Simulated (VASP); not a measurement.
# MgZn4O (P3m1) in VASP: a series of runs, part 2 of 2

VASP 6.6.1. The steps go on from the part before.

### 3 Relaxation of cell and atoms, PBE

This run uses another cell than the first one, of 13.40 Å³/atom, 0.910 times its volume.

Contents of INCAR:

```
SYSTEM = MgZn4O
PREC = Accurate ; ENCUT = 600
EDIFF = 1E-7 ; ISMEAR = 0
SIGMA = 0.2 ; LREAL = .FALSE.
LASPH = .TRUE. ; NELM = 60
ALGO = Normal ; ISIF = 3
LWAVE = .FALSE. ; LCHARG = .FALSE.
GGA = PE ; IBRION = 2
NSW = 36 ; EDIFFG = -0.08
```

Contents of KPOINTS:

```
Automatic mesh
0
G
  6 6 2
  0 0 0
```

Contents of POSCAR:

```
MgZn4O
1.0
    2.9500000000      0.0000000000      0.0000000000
   -1.4750000000      2.5547749400      0.0000000000
    0.0000000000      0.0000000000     10.6700000000
Mg Zn O
1 4 1
Direct
    0.3333333300      0.6666666700      0.1000000000
    0.6666666700      0.3333333300      0.9000000000
    0.3333333300      0.6666666700      0.5200000000
    0.0000000000      0.0000000000      0.7100000000
    0.0000000000      0.0000000000      0.3200000000
    0.0000000000      0.0000000000      0.0000000000
```

Potentials or basis: VASP PAW PBE potentials, release 64 (Mg, Zn, O).

Started as:

```sh
cat potpaw_PBE.64/Mg/POTCAR potpaw_PBE.64/Zn/POTCAR potpaw_PBE.64/O/POTCAR > POTCAR
mpirun -np 1 vasp_std > vasp.out
```

OUTCAR:

```text
SYSTEM = MgZn4O
   PREC = Accurate
   ENCUT = 600
   EDIFF = 1E-7
   ISMEAR = 0
   LREAL = .FALSE.
   LASPH = .TRUE.
   NELM = 60
   ISIF = 3
   GGA = PE
   IBRION = 2
   NSW = 36
   EDIFFG = -0.08

 ion  position               nearest neighbor table
   1  0.333  0.667  0.100-   6 2.01   6 2.01   6 2.01   2 2.73   2 2.73   2 2.73   5 2.90   5 2.90
                             5 2.90
   2  0.667  0.333  0.900-   6 2.01   6 2.01   6 2.01   4 2.65   4 2.65   4 2.65   1 2.73   1 2.73
                             1 2.73
   3  0.333  0.667  0.520-   4 2.65   4 2.65   4 2.65   5 2.73   5 2.73   5 2.73
   4  0.000  0.000  0.710-   2 2.65   3 2.65   3 2.65   2 2.65   2 2.65   3 2.65
   5  0.000  0.000  0.320-   3 2.73   3 2.73   3 2.73   1 2.90   1 2.90   1 2.90
   6  0.000  0.000  0.000-   1 2.01   2 2.01   1 2.01   2 2.01   2 2.01   1 2.01

  LATTYP: Found a hexagonal cell.
 ALAT       =     2.9500000000
 C/A-ratio  =     3.6169491525

  Lattice vectors:

 A1 = (   2.9500000000,   0.0000000000,   0.0000000000)
 A2 = (  -1.4750000000,   2.5547749400,   0.0000000000)
 A3 = (   0.0000000000,   0.0000000000,  10.6700000000)

Analysis of symmetry for initial positions (statically):
=====================================================================
 Subroutine PRICEL returns:
 Original cell was already a primitive cell.

 Routine SETGRP: Setting up the symmetry group for a
[... 172 lines left out ...]
  Direction    XX          YY          ZZ          XY          YZ          ZX
  --------------------------------------------------------------------------------------
  -------------------------------------------------------------------------------------
  Total        5.5413211      5.5413211      7.8886857      0.0000000      0.0000000      0.0000000
  in kB      110.4040020    110.4040019    157.1723518      0.0000000      0.0000000      0.0000000
  external PRESSURE =     125.9934519 kB  Pullay stress =       0.0000000 kB
[... 101 lines left out ...]
  FREE ENERGIE OF THE ION-ELECTRON SYSTEM (eV)
  ---------------------------------------------------
  free  energy   TOTEN  =       -14.0972554993 eV

  energy  without entropy=      -14.0665309731  energy(sigma->0) =      -14.08189324

[... ionic steps 4 to 7 ...]

--------------------------------------- Ionic step        8  -------------------------------------------

 number of electron      56.0000026 magnetization

------------------------ aborting loop because EDIFF is reached ----------------------------------------
[... 75 lines left out ...]
--------------------------------------- Ionic step       10  -------------------------------------------

 number of electron      56.0000031 magnetization

 Free energy of the ion-electron system (eV)
  ---------------------------------------------------
  ext. energy  EPLUGINS =         0.00000000
  ---------------------------------------------------
  free energy    TOTEN  =       -14.29562535 eV

  energy without entropy =      -14.27211723  energy(sigma->0) =      -14.28387129

 E-fermi :   3.0709     XC(G=0): -10.8775

 val. band max:        2.9592091252   @ k =   0.3333   0.3333   0.0000
 cond. band min:       3.0847211576   @ k =   0.0000   0.0000   0.0000
 fundamental gap:      0.1255120324
 Fermi energy:         3.0708961969

 k-point     1 :       0.0000    0.0000    0.0000
  band No.  band energies     occupation
      1     -16.3131      2.00000
      2      -6.2747      2.00000
      3      -5.4350      2.00000
      4      -4.8634      2.00000
      5      -4.6933      2.00000
      6      -4.4937      2.00000
[... 526 lines left out ...]
  FREE ENERGIE OF THE ION-ELECTRON SYSTEM (eV)
  ---------------------------------------------------
  free  energy   TOTEN  =       -14.2956253499 eV

  energy  without entropy=      -14.2721172280  energy(sigma->0) =      -14.28387129

 reached required accuracy - stopping structural energy minimisation
```

OSZICAR:

```text
N       E                     dE             d eps       ncg     rms          rms(c)
DAV:   1     0.401032052129E+03    0.40103E+03   -0.29663E+04   924   0.274E+03
DAV:   2     0.238187613003E+02   -0.37721E+03   -0.36734E+03   940   0.485E+02
DAV:   3    -0.144651582373E+02   -0.38284E+02   -0.37960E+02  1059   0.151E+02
DAV:   4    -0.155921905222E+02   -0.11270E+01   -0.11230E+01  1013   0.243E+01
[... 125 lines left out ...]
DAV:   6    -0.142956242919E+02   -0.12495E-05   -0.22469E-05  1056   0.704E-02    0.531E-03
DAV:   7    -0.142956246175E+02   -0.32558E-06   -0.25973E-06  1015   0.282E-02    0.332E-03
DAV:   8    -0.142956250430E+02   -0.42555E-06   -0.49770E-07   931   0.149E-02    0.111E-03
DAV:   9    -0.142956253302E+02   -0.28720E-06   -0.22145E-07   588   0.776E-03    0.440E-04
DAV:  10    -0.142956253499E+02   -0.19668E-07   -0.48371E-08   475   0.398E-03
  10 F= -.14295625E+02 E0= -.14283871E+02  d E =-.783113E-03
```

CONTCAR:

```text
MgZn4O
   1.00000000000000
     3.0325451175222549    0.0000000000000000   -0.0000000000000000
    -1.5162725587611274    2.6262611086414824    0.0000000000000000
     0.0000000000000000   -0.0000000000000000   11.1518092490017047
  Mg              Zn              O
     1     4     1
Direct
     0.3333333300000021    0.6666666699999979    0.1090140071740423
     0.6666666699999979    0.3333333300000021    0.8744129704847631
     0.3333333300000021    0.6666666699999979    0.5175969186151678
     0.0000000000000000    0.0000000000000000    0.6937229639263307
     0.0000000000000000    0.0000000000000000    0.3304389105153724
     0.0000000000000000    0.0000000000000000    0.0248142292843279

  0.00000000E+00  0.00000000E+00  0.00000000E+00
  0.00000000E+00  0.00000000E+00  0.00000000E+00
  0.00000000E+00  0.00000000E+00  0.00000000E+00
  0.00000000E+00  0.00000000E+00  0.00000000E+00
  0.00000000E+00  0.00000000E+00  0.00000000E+00
  0.00000000E+00  0.00000000E+00  0.00000000E+00
```

It took 6.7 min on 1 thread of Intel Xeon Platinum 8259CL at 2.50GHz (Skylake/Cascade Lake), shared host; peak memory 0.24 GiB.

What came out:

| Property | Result |
| --- | --- |
| Free energy | -14.2956 eV |
| Relaxed volume | 14.80 Å³/atom |
| Relaxed cell | a = 3.033 Å, b = 3.033 Å, c = 11.152 Å, α = 90.00°, β = 90.00°, γ = 120.00° |
| Space group after relaxing (to 0.05 Å) | P3m1 (No. 156) |
| Energy gained by relaxing | 169.8 meV/atom |
| Ionic steps | 10 |
| Pressure after relaxing | 0.0 GPa |
| Largest force after relaxing | 0.043 eV/Å |
| Band gap on the k mesh | zero (band 28 reaches 3.23 eV, above the bottom of band 29 at 2.43 eV) |

Forces on the atoms (eV/Å):
```
Mg   0.000  0.000  0.032
Zn   0.000  0.000  0.014
Zn   0.000  0.000 -0.043
Zn   0.000  0.000  0.004
Zn   0.000  0.000  0.015
O    0.000  0.000 -0.022
```

Step by step:
```tsv
step	energy change (eV)	largest force (eV/Å)	pressure (GPa)	volume (Å³)
1	0.0000	3.7900	12.60	80.42
2	-0.7940	0.8482	-3.98	93.31
3	-0.8203	0.9026	-2.14	91.04
4	-0.9095	0.6379	-1.01	89.23
5	-0.9750	0.4537	1.84	86.05
6	-1.0078	0.2194	0.44	87.74
7	-1.0139	0.1452	-0.38	88.92
8	-1.0178	0.0828	0.11	88.65
9	-1.0178	0.0826	0.12	88.65
10	-1.0186	0.0435	-0.04	88.82
```

Final structure:
```
CELL_PARAMETERS angstrom
3.03255 0.00000 0.00000
-1.51627 2.62626 0.00000
0.00000 0.00000 11.15181
ATOMIC_POSITIONS crystal
Mg 0.33333 0.66667 0.10901
Zn 0.66667 0.33333 0.87441
Zn 0.33333 0.66667 0.51760
Zn 0.00000 0.00000 0.69372
Zn 0.00000 0.00000 0.33044
O 0.00000 0.00000 0.02481
```

Levels at points of the mesh, in eV from the Fermi level:
```
           k point  band 24  band 25  band 26  band 27  band 28  band 29  band 30  band 31  band 32  band 33
(0.00, 0.00, 0.00)    -5.85    -5.59    -3.18    -3.18    -1.81     0.01     4.67     5.42    10.92    11.47
(0.50, 0.00, 0.00)    -3.72    -3.21    -3.09    -2.17    -1.36    -0.64     0.75     2.08     2.96     4.56
(0.00, 0.00, 0.50)    -6.73    -3.96    -3.31    -3.18    -3.18     1.57     2.66     7.71     8.51    11.46
(0.50, 0.00, 0.50)    -3.72    -3.21    -3.05    -2.02    -1.84     0.16     0.23     2.01     3.08     4.52
```

Caveat: the k points lie up to 0.40 Å⁻¹ apart in the final cell; the relaxation stopped at a loose force limit of 0.08 eV/Å, so its end isn't a converged minimum.

### 4 Relaxation of cell and atoms, PBE

This run uses another cell than the first one, of 16.00 Å³/atom, 1.086 times its volume.

Contents of INCAR:

```
ALGO = Normal
EDIFF = 1E-7
EDIFFG = -0.08
ENCUT = 600
GGA = PE
IBRION = 2
ISIF = 3
ISMEAR = 0
LASPH = T
LCHARG = F
LREAL = F
LWAVE = F
NELM = 100
NSW = 36
PREC = Accurate
SIGMA = 0.2
```

Contents of KPOINTS:

```
k-points
0
Gamma
  4 4 3
```

Contents of POSCAR:

```
MgZn4O
1.0
    4.5869185300      0.0000000000      0.0000000000
   -2.2934592700      3.9723879700      0.0000000000
    0.0000000000      0.0000000000      5.2696136300
Mg Zn O
1 4 1
Direct
    0.0000000000      0.0000000000      0.0379929600
    0.8069754400      0.1930245600      0.3601386200
    0.8069754400      0.6139508700      0.3601386200
    0.3860491300      0.1930245600      0.3601386200
    0.6666666700      0.3333333300      0.6624017300
    0.3333333300      0.6666666700      0.4594285400
```

Started as:

```sh
cat potpaw_PBE.64/Mg/POTCAR potpaw_PBE.64/Zn/POTCAR potpaw_PBE.64/O/POTCAR > POTCAR
mpirun -np 1 vasp_std > vasp.out
```

Run time: 19 min. Hardware: 1 thread of AMD EPYC 9R45 (Zen 5), shared host; peak memory 0.24 GiB.

Results (log left out):

| Item | Value |
| --- | --- |
| Free energy | -10.6676 eV |
| Relaxed volume | 17.57 Å³/atom |
| Relaxed cell | a = 4.866 Å, b = 4.866 Å, c = 5.143 Å, α = 90.00°, β = 90.00°, γ = 120.00° |
| Space group after relaxing (to 0.05 Å) | P3m1 (No. 156) |
| Energy gained by relaxing | 1862.2 meV/atom |
| Ionic steps | 25 |
| Pressure after relaxing | 0.1 GPa |
| Largest force after relaxing | 0.048 eV/Å |
| Band gap on the k mesh | zero (band 28 reaches 2.62 eV, above the bottom of band 29 at 1.81 eV) |

Forces in eV/Å, atoms in the order of the input:
```
Mg   0.000  0.000 -0.048
Zn  -0.020  0.012  0.023
Zn   0.000 -0.023  0.023
Zn   0.020  0.012  0.023
Zn   0.000  0.000  0.027
O    0.000  0.000 -0.048
```

Step by step:
```tsv
step	energy change (eV)	largest force (eV/Å)	pressure (GPa)	volume (Å³)
1	0.0000	19.2685	55.23	96.02
2	12.0533	45.2322	30.51	194.74
3	-7.3554	6.6494	4.43	128.60
4	-7.8124	5.8793	4.44	124.54
5	-8.4979	6.6257	9.84	109.12
6	-8.5297	6.4037	7.27	113.16
7	-8.5423	6.4641	7.86	112.04
8	-10.2598	1.0549	-3.53	129.69
9	-10.2599	1.0436	-3.54	129.79
10	-10.5027	0.8659	-1.58	123.59
11	-10.5946	0.6645	1.20	117.68
12	-10.6852	0.5085	0.58	117.98
13	-10.7957	0.9566	-0.71	118.73
14	-10.8621	0.5722	-1.09	118.27
15	-10.9331	0.5164	-1.68	117.11
16	-10.9728	0.5396	-1.02	114.65
17	-11.0352	0.6418	1.29	107.42
18	-11.0864	0.5368	0.91	106.60
19	-11.1147	0.7759	0.57	104.01
20	-11.1282	0.5047	0.47	105.05
21	-11.1590	0.2108	-0.01	105.21
22	-11.1625	0.1373	-0.20	105.28
23	-11.1689	0.0879	0.14	104.97
24	-11.1707	0.0816	0.45	104.70
25	-11.1731	0.0484	0.10	105.44
```

Final structure:
```cif
data_structure
_symmetry_space_group_name_H-M 'P 1'
_symmetry_Int_Tables_number 1
_cell_length_a 4.8657
_cell_length_b 4.8657
_cell_length_c 5.1426
_cell_angle_alpha 90.000
_cell_angle_beta 90.000
_cell_angle_gamma 120.000
_cell_volume 105.44
loop_
_atom_site_label
_atom_site_type_symbol
_atom_site_fract_x
_atom_site_fract_y
_atom_site_fract_z
_atom_site_occupancy
Mg1 Mg 0.00000 0.00000 0.87416 1
Zn1 Zn 0.83282 0.16718 0.37185 1
Zn2 Zn 0.83282 0.66563 0.37185 1
Zn3 Zn 0.33437 0.16718 0.37185 1
Zn4 Zn 0.66667 0.33333 0.86766 1
O1 O 0.33333 0.66667 0.38288 1
```

Levels at points of the mesh, in eV from the Fermi level:
```csv
k point,band 24,band 25,band 26,band 27,band 28,band 29,band 30,band 31,band 32,band 33
"(0.00, 0.00, 0.00)",-3.71,-3.19,-2.29,-1.08,-0.33,0.36,0.36,4.09,4.09,5.46
"(0.50, 0.00, 0.00)",-3.71,-1.93,-1.88,-0.62,0.09,0.57,0.57,1.55,2.06,4.72
```

Caveat: the k points lie up to 0.41 Å⁻¹ apart in the final cell; the relaxation stopped at a loose force limit of 0.08 eV/Å, so its end isn't a converged minimum.

### 5 Summary

```tsv
task	cell	k mesh	cutoff (eV)	gap on the mesh (eV)	pressure (GPa)	relaxed volume (Å³/atom)	largest force (eV/Å)
single point	a = 3.031, b = 3.031, c = 11.111 Å, angles 90.0, 90.0, 120.0°, 6 atoms	6 × 6 × 2	520	none	-0.1	-	0.09
relaxation of cell and atoms	relaxed from a = 2.950, b = 2.950, c = 10.670 Å, angles 90.0, 90.0, 120.0°, 6 atoms	6 × 6 × 2	600	none	0.0	14.80	0.04
relaxation of cell and atoms	relaxed from a = 4.587, b = 4.587, c = 5.270 Å, angles 90.0, 90.0, 120.0°, 6 atoms	4 × 4 × 3	600	none	0.1	17.57	0.05
```

Alike in all rows: level PBE; potentials or basis VASP PAW PBE potentials, release 64 (Mg, Zn, O); no spin polarisation; smearing gaussian 0.2 eV.

Caveats: all runs use coarse meshes; the relaxation stopped at a loose force limit of 0.08 eV/Å, so its end isn't a converged minimum (some runs).

Absolute energies hang on the potentials; compare differences alone.
